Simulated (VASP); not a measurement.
Set up this calculation in VASP 6.6.1, as the native input.

```
Task                   : relaxation of cell and atoms
Functional             : PBE
Potentials or basis    : VASP PAW PBE potentials, release 64 (As_d)
Cutoff                 : 510 eV
k mesh                 : 6 × 4 × 6
Occupations            : gaussian, width 0.1 eV
Spin                   : no spin polarisation
Dipole correction      : no
Further INCAR settings : ALGO = Normal; EDIFF = 1e-07; IBRION = 2; EDIFFG = -0.04; NSW = 90; ISIF = 3
```

The structure of As lies in POSCAR:

```
As
1.0
    3.1822968234      0.0000000000      0.0000000000
    2.2615041862      4.4584239677      0.0000000000
    1.0749944224      0.7433682491      3.0593898759
As
2
Direct
    0.3044772220      0.0197831568      0.1766258656
    0.6255773498      0.1397033230      0.2906067863
```

The cell was generated, and may not be a known phase.

The input as run:

INCAR

```
  PREC = Accurate
  ENCUT = 510
  EDIFF = 1E-7
  ISMEAR = 0
  SIGMA = 0.1
  LREAL = F
  LASPH = T
  NELM = 120
  ALGO = Normal
  ISIF = 3
  LWAVE = F
  LCHARG = F
  GGA = PE
  IBRION = 2
  NSW = 90
  EDIFFG = -0.04
  GGA_COMPAT = F
  NELMIN = 4
```

KPOINTS

```
regular mesh
0
Gamma
  6 4 6
```

Potentials or basis: VASP PAW PBE potentials, release 64 (As_d).

The run is started by

```console
$ cat potpaw_PBE.64/As_d/POTCAR > POTCAR
$ mpirun -np 1 vasp_std > vasp.out
```

It gave:

- Relaxed volume: 25.34 Å³/atom
- Relaxed cell: a = 3.637 Å, b = 3.765 Å, c = 4.345 Å, α = 86.02°, β = 84.11°, γ = 58.90°
- Space group after relaxing (to 0.1 Å): P-1 (No. 2)
- Pressure after relaxing: 0.1 GPa
- Largest force after relaxing: 0.034 eV/Å
- Band gap on the k mesh: zero (bands 15 and 16 overlap by 0.48 eV)

Caveat: the k points lie up to 0.43 Å⁻¹ apart in the final cell; the volume moved by over 15 % at a fixed basis, so the end points are rough.

Run time: 25 min on 1 thread of Intel(R) Xeon(R) 6975P-C (Granite Rapids) (shared host), peak memory 0.23 GiB.
